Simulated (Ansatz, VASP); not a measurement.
# BP in VASP and in Ansatz

```
P B
1.0
     0.00000    2.26900    2.26900
     2.26900    0.00000    2.26900
     2.26900    2.26900    0.00000
P B
1 1
Direct
  0.75000 0.75000 0.75000
  0.00000 0.00000 0.00000
```

Alike in both runs: task single point; functional PBE; k mesh 6 × 6 × 6; occupations fermi-dirac, width 0.03 eV; no spin polarisation.

|  | VASP | Ansatz |
| --- | --- | --- |
| version | VASP 6.6.1 | Ansatz 0.2.0 |
| potentials or method | VASP PAW PBE potentials, release 64 (P, B), cutoff 520 eV | all-electron LAPW, scalar-relativistic |

```csv
,VASP,Ansatz,Ansatz less VASP
gap on the k mesh at the Fermi level (eV),1.33,1.34,+0.007
least direct gap on the mesh (eV),3.40,3.40,+0.006
pressure (GPa),1.0,1.2,+0.20
```

Ansatz ran all-electron here, and VASP with PAW potentials.
